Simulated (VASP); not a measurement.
# Ti (Im-3m) in VASP: a series of runs, part 2 of 2

VASP 6.6.1. The steps go on from the part before.

### 5 Single point, PBEsol (strain +0.030 along x and y, +0.030 along z)

INCAR reads:

```
PREC     = Accurate       # precision mode
ENCUT    = 520            # plane-wave cutoff, eV
EDIFF    = 1E-6           # SCF threshold, eV
ISMEAR   = 0              # smearing method
SIGMA    = 0.15           # smearing width, eV
LREAL    = F              # projectors in reciprocal space
LASPH    = T              # aspherical terms in the spheres
NELM     = 60             # most SCF steps
ALGO     = Normal         # electronic algorithm
ISIF     = 2              # what is computed and relaxed
LWAVE    = F              # write WAVECAR
LCHARG   = T              # write CHGCAR
GGA      = PS             # functional
LELF     = T              # ELF
LVHAR    = T            
NBANDS   = 12             # bands
```

KPOINTS reads:

```
regular mesh
0
Gamma
  20 20 20
```

POSCAR reads:

```
Ti
1.0
   -1.6902300000      1.6902300000      1.6902300000
    1.6902300000     -1.6902300000      1.6902300000
    1.6902300000      1.6902300000     -1.6902300000
Ti
1
Direct
    0.0000000000      0.0000000000      0.0000000000
```

Potentials or basis: VASP PAW PBE potentials, release 64 (Ti_sv).

On the command line:

```console
cat potpaw_PBE.64/Ti_sv/POTCAR > POTCAR
mpirun -np 1 vasp_std > vasp.out
```

OUTCAR:

```text
PREC = Accurate
   ENCUT = 520
   EDIFF = 1E-6
   ISMEAR = 0
   LREAL = F
   LASPH = T
   NELM = 60
   ISIF = 2
   GGA = PS

 ion  position               nearest neighbor table
   1  0.000  0.000  0.000-

  LATTYP: Found a body centered cubic cell.
 ALAT       =     3.3804600000

  Lattice vectors:

 A1 = (  -1.6902300000,   1.6902300000,   1.6902300000)
 A2 = (   1.6902300000,  -1.6902300000,   1.6902300000)
 A3 = (   1.6902300000,   1.6902300000,  -1.6902300000)

Analysis of symmetry for initial positions (statically):
=====================================================================
 Subroutine PRICEL returns:
 Original cell was already a primitive cell.

 Routine SETGRP: Setting up the symmetry group for a
 body centered cubic supercell.

 Subroutine GETGRP returns: Found 48 space group operations
 (whereof 48 operations were pure point group operations)
 out of a pool of 48 trial point group operations.

The static configuration has the point symmetry O_h .

Analysis of symmetry for dynamics (positions and initial velocities):
=====================================================================
 Subroutine PRICEL returns:
 Original cell was already a primitive cell.

 Routine SETGRP: Setting up the symmetry group for a
 body centered cubic supercell.

 Subroutine GETGRP returns: Found 48 space group operations
 (whereof 48 operations were pure point group operations)
 out of a pool of 48 trial point group operations.

The dynamic configuration has the point symmetry O_h .

 Subroutine INISYM returns: Found 48 space group operations
 (whereof 48 operations are pure point group operations),
 and found     1 'primitive' translations

----------------------------------------------------------------------------------------

                                     Primitive cell

  volume of cell :      19.3151
[... 107 lines left out ...]
     AMIX_MAG =   1.60;   BMIX_MAG =  1.00
  volume/ion in A,a.u.               =      19.32       130.34
  Fermi-wavevector in a.u.,A,eV,Ry     =   1.396913  2.639783 26.549956  1.951367
  Thomas-Fermi vector in A             =   2.520221
   LORBIT       =      0    0 simple, 1 ext, 2 COOP (PROOUT), +10 PAW based schemes
   GGA     = PS    functional components
   LHFCALC =     F    Hartree Fock is set to
   AEXX    =    0.0000 exact exchange contribution
   IVDW    =     0    specifies the selected vdW correction
   LEPSILON=     F    determine dielectric tensor
   LRPA    =     F    only Hartree local field effects (RPA)
 non-spin polarized calculation
 Gauss-broadening in eV      SIGMA  =   0.15
  energy-cutoff  :      520.00
  volume of cell :       19.32
 maximum number of plane-waves:       537
 NGX is ok and might be reduce to    24
   NGX = 11   NGY = 11   NGZ = 11

 number of electron      11.9999998 magnetization

 Free energy of the ion-electron system (eV)
  ---------------------------------------------------
  ext. energy  EPLUGINS =         0.00000000
  ---------------------------------------------------
  free energy    TOTEN  =        -8.11625872 eV

  energy without entropy =       -8.08560672  energy(sigma->0) =       -8.10093272

 E-fermi :   6.9073     XC(G=0): -11.1345

 val. band max:        6.9061221452   @ k =   0.4000   0.2000   0.0000
 cond. band min:       6.9138019331   @ k =  -0.3000   0.3000   0.2000
 fundamental gap:      0.0076797880
 Fermi energy:         6.9073217402

 k-point     1 :       0.0000    0.0000    0.0000
  band No.  band energies     occupation
      1     -49.6083      2.00000
      2     -25.6634      2.00000
      3     -25.6634      2.00000
      4     -25.6634      2.00000
      5       1.1998      2.00000
      6       7.7908      0.00000
      7       7.7908      0.00000
      8       7.7908      0.00000
      9       9.3413      0.00000
     10       9.3413      0.00000
     11      23.5804      0.00000
     12      23.5804      0.00000
[... 331 lines left out ...]
 k-point    24 :       0.2500    0.1000    0.0000
  band No.  band energies     occupation
      1     -49.5485      2.00000
      2     -25.9865      2.00000
      3     -25.7697      2.00000
      4     -25.6809      2.00000
      5       3.7351      2.00000
      6       6.9412      0.74969
      7       7.0685      0.12860
      8       9.0460      0.00000
      9       9.5524      0.00000
     10       9.6916      0.00000
     11      18.2256      0.00000
     12      20.4587      0.00000

 [... further k-points ...]
[... 5 lines left out ...]
  --------------------------------------------------------------------------------------
  -------------------------------------------------------------------------------------
  Total       -1.6222769     -1.6222769     -1.6222769     -0.0000000     -0.0000000     -0.0000000
  in kB     -134.5668681   -134.5668681   -134.5668681     -0.0000000     -0.0000000     -0.0000000
  external PRESSURE =    -134.5668681 kB  Pullay stress =       0.0000000 kB

 VOLUME and BASIS-vectors are now :
 -----------------------------------------------------------------------------
  energy-cutoff  :      520.00
  volume of cell :       19.32
      direct lattice vectors                 reciprocal lattice vectors
    -1.690230000  1.690230000  1.690230000     0.000000000  0.295817729  0.295817729
     1.690230000 -1.690230000  1.690230000     0.295817729  0.000000000  0.295817729
     1.690230000  1.690230000 -1.690230000     0.295817729  0.295817729  0.000000000

 POSITION                                       TOTAL-FORCE (eV/Angst)
 -----------------------------------------------------------------------------------
      0.00000      0.00000      0.00000         0.000000      0.000000      0.000000
 -----------------------------------------------------------------------------------
    total drift:                                0.000000      0.000000      0.000000

  FREE ENERGIE OF THE ION-ELECTRON SYSTEM (eV)
  ---------------------------------------------------
  free  energy   TOTEN  =        -8.1162587169 eV

  energy  without entropy=       -8.0856067197  energy(sigma->0) =       -8.10093272
```

OSZICAR:

```text
N       E                     dE             d eps       ncg     rms          rms(c)
DAV:   1     0.867462215683E+02    0.86746E+02   -0.65063E+03  6156   0.117E+03
DAV:   2    -0.510630643671E+01   -0.91853E+02   -0.89647E+02  6292   0.294E+02
DAV:   3    -0.942480018860E+01   -0.43185E+01   -0.42652E+01  8704   0.648E+01
DAV:   4    -0.950514959726E+01   -0.80349E-01   -0.80271E-01  6944   0.795E+00
DAV:   5    -0.950723760447E+01   -0.20880E-02   -0.20879E-02  7356   0.111E+00    0.804E+00
DAV:   6    -0.811662704222E+01    0.13906E+01   -0.36341E+00  6616   0.251E+01    0.182E+00
DAV:   7    -0.811180197157E+01    0.48251E-02   -0.71864E-02  7092   0.253E+00    0.116E+00
DAV:   8    -0.811586590153E+01   -0.40639E-02   -0.31035E-02  6612   0.216E+00    0.947E-02
DAV:   9    -0.811622387544E+01   -0.35797E-03   -0.14284E-03  7472   0.401E-01    0.609E-02
DAV:  10    -0.811626377052E+01   -0.39895E-04   -0.24481E-04  6560   0.153E-01    0.149E-02
DAV:  11    -0.811625887568E+01    0.48948E-05   -0.33201E-05  6908   0.827E-02    0.109E-02
DAV:  12    -0.811625871691E+01    0.15876E-06   -0.31613E-06  7208   0.216E-02
   1 F= -.81162587E+01 E0= -.81009327E+01  d E =-.306520E-01
```

Wall time 16 s (1 thread of Intel Xeon 6975P-C (Granite Rapids), shared host); peak memory 0.17 GiB.

Results:

- Free energy: -8.1163 eV
- Pressure: -13.5 GPa
- Band gap on the k mesh: zero (band 6 reaches 7.79 eV, above the bottom of band 7 at 6.33 eV)

Caveat: the cell differs from its parent crystal (strain +0.030 along x and y, +0.030 along z); the PAW data sets were made with another functional, which shifts forces and pressure a little.

### 6 Summary

| cell | gap on the mesh (eV) | pressure (GPa) |
| --- | --- | --- |
| a = 2.757 Å, angles 109.5°, 1 atom | none | 2.7 |
| a = 2.800 Å, angles 109.5°, 1 atom | none | -2.5 |
| a = 2.885 Å, angles 109.5°, 1 atom | none | -10.6 |
| a = 2.928 Å, angles 109.5°, 1 atom | none | -13.5 |

Alike in all rows: task single point; level PBEsol; potentials or basis VASP PAW PBE potentials, release 64 (Ti_sv); no spin polarisation; k mesh 20 × 20 × 20; cutoff (eV) 520; smearing gaussian 0.15 eV.

Caveats: the PAW data sets were made with another functional, which shifts forces and pressure a little.

Absolute energies hang on the potentials; compare differences alone.
